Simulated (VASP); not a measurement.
# Pb (P6_3/mmc) in VASP: a series of runs

The runs below take Pb through single point, with r2SCAN.

Everything below comes from runs of VASP 6.6.1. Logs are shortened: lines on timing, memory, paths and dates and some standing lists are left out, and cuts for length are marked.

## (1) The cell of the first run

It takes space group P6_3/mmc (No. 194, hexagonal). The conventional cell has a = 3.066 Å, b = 3.066 Å, c = 10.094 Å, α = 90.00°, β = 90.00°, γ = 120.00°. Pb (site symmetry -3m) has 12 Pb at 3.07 to 3.08 Å within 4.0 Å. Within 4.0 Å of Pb (site symmetry -6m2) lie 12 Pb at 3.07 to 3.08 Å.

This isn't the form of Pb at room conditions, which is fcc.

## (2) Single point, r2SCAN

Input file POSCAR:

```
Pb
1.0
    3.0658117494      0.0000000000      0.0000000000
   -1.5329058747      2.6550708582      0.0000000000
    0.0000000000      0.0000000000     10.0935640726
Pb
4
Direct
    0.0000000000      0.0000000000      0.0000000000
    0.3333333333      0.6666666667      0.2500000000
    0.0000000000      0.0000000000      0.5000000000
    0.6666666667      0.3333333333      0.7500000000
```

Input file INCAR.step1:

```
ALGO = Normal
EDIFF = 1E-4
ENCUT = 520
GGA = PE
ISMEAR = 0
LASPH = True
LCHARG = False
LREAL = False
LWAVE = True
NBANDS = 36
NELM = 100
PREC = Accurate
SIGMA = 0.1
```

Input file INCAR.step2:

```
ALGO = Normal
EDIFF = 1E-6
ENCUT = 520
ISIF = 2
ISMEAR = 0
ISTART = 1
LASPH = True
LCHARG = False
LMIXTAU = True
LREAL = False
LWAVE = False
METAGGA = R2SCAN
NBANDS = 36
NELM = 100
PREC = Accurate
SIGMA = 0.1
```

Input file KPOINTS:

```
k-points
0
Gamma
  18 18 4
```

Potentials or basis: VASP PAW PBE potentials, release 64 (Pb_d).

Started as:

```
> cat potpaw_PBE.64/Pb_d/POTCAR > POTCAR
> cp INCAR.step1 INCAR
> mpirun -np 1 vasp_std > vasp.out
> cp INCAR.step2 INCAR
> mpirun -np 1 vasp_std > vasp.out
```

OUTCAR:

```text
EDIFF = 1E-6
   ENCUT = 520
   ISIF = 2
   ISMEAR = 0
   ISTART = 1
   LASPH = True
   LREAL = False
   METAGGA = R2SCAN
   NELM = 100
   PREC = Accurate

 ion  position               nearest neighbor table
   1  0.000  0.000  0.000-   2 3.08   4 3.08   2 3.08   4 3.08   4 3.08   2 3.08
   2  0.333  0.667  0.250-   1 3.08   3 3.08   1 3.08   3 3.08   1 3.08   3 3.08
   3  0.000  0.000  0.500-   2 3.08   4 3.08   2 3.08   4 3.08   4 3.08   2 3.08
   4  0.667  0.333  0.750-   1 3.08   3 3.08   1 3.08   3 3.08   1 3.08   3 3.08

  LATTYP: Found a hexagonal cell.
 ALAT       =     3.0658117494
 C/A-ratio  =     3.2922974069

  Lattice vectors:

 A1 = (   3.0658117494,   0.0000000000,   0.0000000000)
 A2 = (  -1.5329058747,   2.6550708582,   0.0000000000)
 A3 = (   0.0000000000,   0.0000000000,  10.0935640726)

Analysis of symmetry for initial positions (statically):
=====================================================================
 Subroutine PRICEL returns:
 Original cell was already a primitive cell.

 Routine SETGRP: Setting up the symmetry group for a
 hexagonal supercell.

 Subroutine GETGRP returns: Found 24 space group operations
 (whereof 12 operations were pure point group operations)
 out of a pool of 24 trial point group operations.

The static configuration has the point symmetry D_3d.
 The point group associated with its full space group is D_6h.

Analysis of symmetry for dynamics (positions and initial velocities):
=====================================================================
 Subroutine PRICEL returns:
 Original cell was already a primitive cell.

 Routine SETGRP: Setting up the symmetry group for a
 hexagonal supercell.

 Subroutine GETGRP returns: Found 24 space group operations
 (whereof 12 operations were pure point group operations)
 out of a pool of 24 trial point group operations.

The dynamic configuration has the point symmetry D_3d.
 The point group associated with its full space group is D_6h.

 Subroutine INISYM returns: Found 24 space group operations
 (whereof 12 operations are pure point group operations),
 and found     1 'primitive' translations

----------------------------------------------------------------------------------------

                                     Primitive cell

  volume of cell :      82.1611

  direct lattice vectors                    reciprocal lattice vectors
     3.065811749  0.000000000  0.000000000     0.326177888  0.188318891  0.000000000
    -1.532905875  2.655070858  0.000000000     0.000000000  0.376637782  0.000000000
     0.000000000  0.000000000 10.093564073     0.000000000  0.000000000  0.099073032

  length of vectors
     3.065811749  3.065811749 10.093564073     0.376637782  0.376637782  0.099073032

  position of ions in fractional coordinates (direct lattice)
     0.000000000  0.000000000  0.000000000
     0.333333333  0.666666667  0.250000000
     0.000000000  0.000000000  0.500000000
     0.666666667  0.333333333  0.750000000

  ion indices of the primitive-cell ions
   primitive index   ion index
                 1           1
                 2           2
                 3           3
                 4           4

----------------------------------------------------------------------------------------

 KPOINTS: k-points

Automatic generation of k-mesh.
 Grid dimensions read from file:
 generate k-points for:   18   18    4

 Generating k-lattice:

  Cartesian coordinates                     Fractional coordinates (reciprocal lattice)
     0.018120994  0.010462161  0.000000000     0.055555556 -0.000000000  0.000000000
     0.000000000  0.020924321  0.000000000     0.000000000  0.055555556  0.000000000
     0.000000000  0.000000000  0.024768258     0.000000000  0.000000000  0.250000000

  Length of vectors
     0.020924321  0.020924321  0.024768258

  Shift w.r.t. Gamma in fractional coordinates (k-lattice)
     0.000000000  0.000000000  0.000000000

 Subroutine IBZKPT returns following result:
 ===========================================

 Found    111 irreducible k-points:

 Following reciprocal coordinates:
            Coordinates               Weight
  0.000000  0.000000  0.000000      1.000000
  0.055556  0.000000  0.000000      6.000000
  0.111111  0.000000  0.000000      6.000000
  0.166667  0.000000  0.000000      6.000000
  0.222222  0.000000  0.000000      6.000000
  0.277778 -0.000000  0.000000      6.000000
[... 16 lines left out ...]
  0.333333  0.111111  0.000000     12.000000
  0.388889  0.111111  0.000000     12.000000
 [... further k-points ...]
   k-points           NKPTS =    111   k-points in BZ     NKDIM =    111   number of bands    NBANDS=     36
   number of dos      NEDOS =    301   number of ions     NIONS =      4
   total plane-waves  NPLWV =  46080
   dimension x,y,z NGX =    24 NGY =   24 NGZ =   80
   dimension x,y,z NGXF=    48 NGYF=   48 NGZF=  160
   ions per type =               4
   NGX,Y,Z   is equivalent  to a cutoff of  13.01, 13.01, 13.18 a.u.
   NGXF,Y,Z  is equivalent  to a cutoff of  26.03, 26.03, 26.35 a.u.
 SYSTEM =  unknown system
   PREC   = accura    normal or accurate (medium, high low for compatibility)
   ISTART =      1    job   : 0-new  1-cont  2-samecut
   ICHARG =      0    charge: 1-file 2-atom 10-const
   ISPIN  =      1    spin polarized calculation?
   LNONCOLLINEAR =      F non collinear calculations
   LSORBIT =      F    spin-orbit coupling
   LASPH  =      T    aspherical Exc in radial PAW
   ENCUT  =  520.0 eV  38.22 Ry    6.18 a.u.   5.70  5.70 18.77*2*pi/ulx,y,z
   NELM   =    100;   NELMIN=  2; NELMDL=  0     # of ELM steps
   EDIFF  = 0.1E-05   stopping-criterion for ELM
   LREAL  =      F    real-space projection
   EDIFFG = 0.1E-04   stopping-criterion for IOM
   NSW    =      0    number of steps for IOM
   IBRION =     -1    ionic relax: 0-MD 1-quasi-New 2-CG
   NFREE  =      0    steps in history (QN), initial steepest desc. (CG)
   ISIF   =      2    stress and relaxation
   ISYM   =      2    0-nonsym 1-usesym 2-fastsym
   POTIM  = 0.5000    time-step for ionic-motion
   TEBEG  =    0.0;   TEEND  =   0.0 temperature during run
   PSTRESS=    0.0 pullay stress
   NELECT =      56.0000    total number of electrons
   NUPDOWN=      -1.0000    fix difference up-down
   EMIN   =  10.00;   EMAX   =-10.00  energy-range for DOS
   EFERMI =   0.00;   METHOD = LEGACY
   ISMEAR =     0;   SIGMA  =   0.10  broadening in eV -4-tet -1-fermi 0-gaus
   EFERMI_NEDOS =   21; number of points for ismear=-14 and -15
   IALGO  =     38    algorithm
   IMIX   =      4    mixing-type and parameters
     AMIX     =   0.40;   BMIX     =  1.00
     AMIX_MAG =   1.60;   BMIX_MAG =  1.00
  volume/ion in A,a.u.               =      20.54       138.61
  Fermi-wavevector in a.u.,A,eV,Ry     =   1.440728  2.722582 28.241591  2.075698
  Thomas-Fermi vector in A             =   2.559440
   LORBIT       =      0    0 simple, 1 ext, 2 COOP (PROOUT), +10 PAW based schemes
   METAGGA = R2SCAN    functional components
   LHFCALC =     F    Hartree Fock is set to
   AEXX    =    0.0000 exact exchange contribution
   IVDW    =     0    specifies the selected vdW correction
   LEPSILON=     F    determine dielectric tensor
   LRPA    =     F    only Hartree local field effects (RPA)
 non-spin polarized calculation
 Gauss-broadening in eV      SIGMA  =   0.10
  energy-cutoff  :      520.00
  volume of cell :       82.16
 maximum number of plane-waves:      2232
 NGX is ok and might be reduce to    24
   NGX = 11   NGY = 11   NGZ = 37

 number of electron      55.9999994 magnetization

 Free energy of the ion-electron system (eV)
  ---------------------------------------------------
  ext. energy  EPLUGINS =         0.00000000
  ---------------------------------------------------
  free energy    TOTEN  =      -220.66499325 eV

  energy without entropy =     -220.65826509  energy(sigma->0) =     -220.66162917

 E-fermi :  12.7773     XC(G=0): -13.2243

 val. band max:       12.7717022557   @ k =   0.2778   0.2778   0.5000
 cond. band min:      12.7944741634   @ k =   0.2222   0.0556   0.2500
 fundamental gap:      0.0227719077
 Fermi energy:        12.7772647068

 k-point     1 :       0.0000    0.0000    0.0000
  band No.  band energies     occupation
      1      -6.1613      2.00000
      2      -5.9913      2.00000
      3      -5.9697      2.00000
      4      -5.8602      2.00000
      5      -5.8369      2.00000
      6      -5.8369      2.00000
[... 28 lines left out ...]
     35      22.6738      0.00000
     36      23.1912      0.00000

 k-point     2 :       0.0556    0.0000    0.0000
  band No.  band energies     occupation
      1      -6.1413      2.00000
      2      -5.9846      2.00000
      3      -5.9563      2.00000
      4      -5.8572      2.00000
      5      -5.8436      2.00000
      6      -5.8345      2.00000
[... 28 lines left out ...]
     35      22.6143      0.00000
     36      22.8091      0.00000

 k-point     3 :       0.1111    0.0000    0.0000
  band No.  band energies     occupation
      1      -6.0961      2.00000
      2      -5.9802      2.00000
      3      -5.9359      2.00000
      4      -5.8578      2.00000
      5      -5.8492      2.00000
      6      -5.8405      2.00000
[... 28 lines left out ...]
     35      22.4117      0.00000
     36      22.4446      0.00000

 k-point     4 :       0.1667    0.0000    0.0000
  band No.  band energies     occupation
      1      -6.0864      2.00000
      2      -5.9924      2.00000
      3      -5.9529      2.00000
      4      -5.8542      2.00000
      5      -5.8308      2.00000
      6      -5.8290      2.00000
[... 28 lines left out ...]
     35      21.9717      0.00000
     36      22.1199      0.00000

 k-point     5 :       0.2222    0.0000    0.0000
  band No.  band energies     occupation
      1      -6.1392      2.00000
      2      -6.0280      2.00000
      3      -5.9984      2.00000
      4      -5.8893      2.00000
      5      -5.8663      2.00000
      6      -5.7557      2.00000
[... 655 lines left out ...]
 k-point    22 :       0.2778    0.1111    0.0000
  band No.  band energies     occupation
      1      -6.1967      2.00000
      2      -6.0849      2.00000
      3      -6.0732      2.00000
      4      -5.9889      2.00000
      5      -5.9627      2.00000
      6      -5.8023      2.00000
[... 28 lines left out ...]
     35      18.7714      0.00000
     36      19.8830      0.00000

 k-point    23 :       0.3333    0.1111    0.0000
  band No.  band energies     occupation
      1      -6.2503      2.00000
      2      -6.1524      2.00000
      3      -6.1029      2.00000
      4      -6.0242      2.00000
      5      -6.0124      2.00000
      6      -5.8444      2.00000
[... 28 lines left out ...]
     35      18.3730      0.00000
     36      19.3893      0.00000

 k-point    24 :       0.3889    0.1111    0.0000
  band No.  band energies     occupation
      1      -6.2849      2.00000
      2      -6.1996      2.00000
      3      -6.1185      2.00000
      4      -6.0523      2.00000
      5      -6.0420      2.00000
      6      -5.8812      2.00000
[... 28 lines left out ...]
     35      18.5952      0.00000
     36      19.0772      0.00000

 [... further k-points ...]

------------------------ aborting loop because EDIFF is reached ----------------------------------------

  FORCE on cell =-STRESS in cart. coord.  units (eV):
  Direction    XX          YY          ZZ          XY          YZ          ZX
  --------------------------------------------------------------------------------------
  -------------------------------------------------------------------------------------
  Total       25.7648167     25.7648167     25.7710952      0.0000000      0.0000000     -0.0000000
  in kB      502.4252939    502.4252939    502.5477263      0.0000000      0.0000000     -0.0000000
  external PRESSURE =     502.4661047 kB  Pullay stress =       0.0000000 kB

 VOLUME and BASIS-vectors are now :
 -----------------------------------------------------------------------------
  energy-cutoff  :      520.00
  volume of cell :       82.16
      direct lattice vectors                 reciprocal lattice vectors
     3.065811749  0.000000000  0.000000000     0.326177888  0.188318891  0.000000000
    -1.532905875  2.655070858  0.000000000     0.000000000  0.376637782  0.000000000
     0.000000000  0.000000000 10.093564073     0.000000000  0.000000000  0.099073032

 POSITION                                       TOTAL-FORCE (eV/Angst)
 -----------------------------------------------------------------------------------
      0.00000      0.00000      0.00000         0.000000     -0.000000     -0.000000
     -0.00000      1.77005      2.52339         0.000000     -0.000000      0.000000
      0.00000      0.00000      5.04678         0.000000     -0.000000     -0.000000
      1.53291      0.88502      7.57017        -0.000000      0.000000     -0.000000
 -----------------------------------------------------------------------------------
    total drift:                               -0.000000      0.000000     -0.000000

  FREE ENERGIE OF THE ION-ELECTRON SYSTEM (eV)
  ---------------------------------------------------
  free  energy   TOTEN  =      -220.6649932542 eV

  energy  without entropy=     -220.6582650908  energy(sigma->0) =     -220.66162917
```

Wall time 9.4 min (1 thread of Intel Xeon Platinum 8559C (Emerald Rapids), shared host); peak memory 0.37 GiB.

What came out:

* Free energy: -220.6650 eV
* Pressure: 50.2 GPa
* Band gap on the k mesh: zero (bands 28 and 29 overlap by 11.95 eV)

Levels at points of the mesh, in eV from the Fermi level:
```tsv
k point	band 24	band 25	band 26	band 27	band 28	band 29	band 30	band 31	band 32	band 33
(0.00, 0.00, 0.00)	-9.16	-7.04	1.30	1.30	8.28	8.28	9.58	9.58	9.70	9.70
(0.50, 0.00, 0.00)	-7.26	-6.67	-6.27	-3.04	-2.69	-0.58	0.92	2.40	4.62	4.64
(0.00, 0.00, 0.50)	-11.68	-3.66	-3.66	6.72	6.72	8.67	8.67	8.67	8.67	9.90
(0.50, 0.00, 0.50)	-8.22	-5.07	-5.07	-4.44	-4.44	1.65	1.65	2.99	2.99	4.02
```

Caveat: the cell stands under pressure; the PAW data sets were made with another functional, which shifts forces and pressure a little; spin-orbit coupling is left out, which moves the levels of the heavy elements.

## (3) Single point, r2SCAN

This run uses another cell than the first one, of 31.09 Å³/atom.

Input file POSCAR:

```
Pb
1.0
    3.5247705346      0.0000000000      0.0000000000
   -1.7623852673      3.0525408255      0.0000000000
    0.0000000000      0.0000000000     11.5585304101
Pb
4
Direct
    0.0000000000      0.0000000000      0.0000000000
    0.3333333333      0.6666666667      0.2500000000
    0.0000000000      0.0000000000      0.5000000000
    0.6666666667      0.3333333333      0.7500000000
```

Input file INCAR.step1:

```
PREC     = Accurate       # precision mode
ENCUT    = 520            # plane-wave cutoff, eV
ISMEAR   = 0              # smearing method
SIGMA    = 0.1            # smearing width, eV
LREAL    = F              # projectors in reciprocal space
LASPH    = T              # aspherical terms in the spheres
NELM     = 60             # most SCF steps
NBANDS   = 36             # bands
GGA      = PE             # functional
ALGO     = Normal         # electronic algorithm
EDIFF    = 1E-4           # SCF threshold, eV
LWAVE    = T              # write WAVECAR
LCHARG   = F              # write CHGCAR
```

Input file INCAR.step2:

```
PREC     = Accurate       # precision mode
ENCUT    = 520            # plane-wave cutoff, eV
EDIFF    = 1E-7           # SCF threshold, eV
ISMEAR   = 0              # smearing method
SIGMA    = 0.1            # smearing width, eV
LREAL    = F              # projectors in reciprocal space
LASPH    = T              # aspherical terms in the spheres
NELM     = 60             # most SCF steps
ALGO     = Normal         # electronic algorithm
ISIF     = 2              # what is computed and relaxed
LWAVE    = F              # write WAVECAR
LCHARG   = F              # write CHGCAR
METAGGA  = R2SCAN         # meta-GGA
LMIXTAU  = T            
NBANDS   = 36             # bands
ISTART   = 1
```

Input file KPOINTS:

```
Automatic mesh
0
Gamma
  15 15 4
```

Potentials or basis: VASP PAW PBE potentials, release 64 (Pb_d).

Started as:

```
> cat potpaw_PBE.64/Pb_d/POTCAR > POTCAR
> cp INCAR.step1 INCAR
> mpirun -np 1 vasp_std > vasp.out
> cp INCAR.step2 INCAR
> mpirun -np 1 vasp_std > vasp.out
```

Run time: 25 min. Hardware: 1 thread of Intel Xeon Platinum 8488C (Sapphire Rapids), shared host; peak memory 0.44 GiB.

The run converged. Its results:

| Item | Value |
| --- | --- |
| Free energy | -225.1048 eV |
| Pressure | 0.0 GPa |
| Band gap on the k mesh | zero (bands 28 and 29 overlap by 7.86 eV) |

Levels at points of the mesh, in eV from the Fermi level:
```csv
k point,band 25,band 26,band 27,band 28,band 29,band 30,band 31,band 32
"(0.00, 0.00, 0.00)",-4.27,0.73,0.73,5.68,5.68,6.48,6.48,6.55
"(0.00, 0.00, 0.50)",-2.60,-2.60,4.66,4.66,5.91,5.91,5.91,5.91
```

Caveat: the PAW data sets were made with another functional, which shifts forces and pressure a little; spin-orbit coupling is left out, which moves the levels of the heavy elements.

The gap in the log of VASP goes by the Fermi energy; the results here count the filled bands.